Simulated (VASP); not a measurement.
A run of VASP 6.6.1 is set up as follows.

Contents of INCAR:

```
SYSTEM = Al5GaAs6
  PREC = Accurate
  ENCUT = 520
  EDIFF = 1E-6
  ISMEAR = 0
  SIGMA = 0.1
  LREAL = .FALSE.
  LASPH = .TRUE.
  NELM = 80
  ALGO = Normal
  ISIF = 2
  LWAVE = .FALSE.
  LCHARG = .TRUE.
  GGA = PE
  LELF = .TRUE.
  LVHAR = .TRUE.
  NBANDS = 41
```

The input KPOINTS:

```
Automatic mesh
0
G
  4 2 4
  0 0 0
```

POSCAR

```
Al5GaAs6
1.0
    4.0541710000      0.0000000000      0.0000000000
    0.0000000000     12.1580710000      0.0000000000
    0.0000000000      0.0000000000      5.7293490000
Al Ga As
5 1 6
Direct
    0.0000000000      0.8330770000      0.0000070000
    0.0000000000      0.1669230000      0.0000070000
    0.5000000000      0.3334550000      0.4998620000
    0.0000000000      0.5000000000      0.0000000000
    0.5000000000      0.6665450000      0.4998620000
    0.5000000000      0.0000000000      0.5000850000
    0.5000000000      0.8327760000      0.7507560000
    0.0000000000      0.0000000000      0.2482040000
    0.5000000000      0.1672240000      0.7507560000
    0.0000000000      0.3334820000      0.2501090000
    0.5000000000      0.5000000000      0.7502430000
    0.0000000000      0.6665180000      0.2501090000
```

Potentials or basis: VASP PAW PBE potentials, release 64 (Al, Ga_d, As).

Launch:

```console
$ cat potpaw_PBE.64/Al/POTCAR potpaw_PBE.64/Ga_d/POTCAR potpaw_PBE.64/As/POTCAR > POTCAR
$ mpirun -np 1 vasp_std > vasp.out
```

Task: Predict the pressure.

Result: 0.2 GPa.

Task: Predict the band gap on the k mesh.

Result: 1.42 eV, direct.

Task: What does it give for the largest force?

Result: 0.011 eV/Å.

Forces in eV/Å, atoms in the order of the input:
```
Al   0.000  0.004 -0.007
Al   0.000 -0.004 -0.007
Al   0.000  0.000 -0.007
Al   0.000  0.000 -0.007
Al   0.000  0.000 -0.007
Ga   0.000  0.000 -0.005
As   0.000 -0.002  0.011
As   0.000  0.000 -0.006
As   0.000  0.002  0.011
As   0.000  0.000  0.007
As   0.000  0.000  0.007
As   0.000  0.000  0.007
```

A k mesh can miss the band edges.
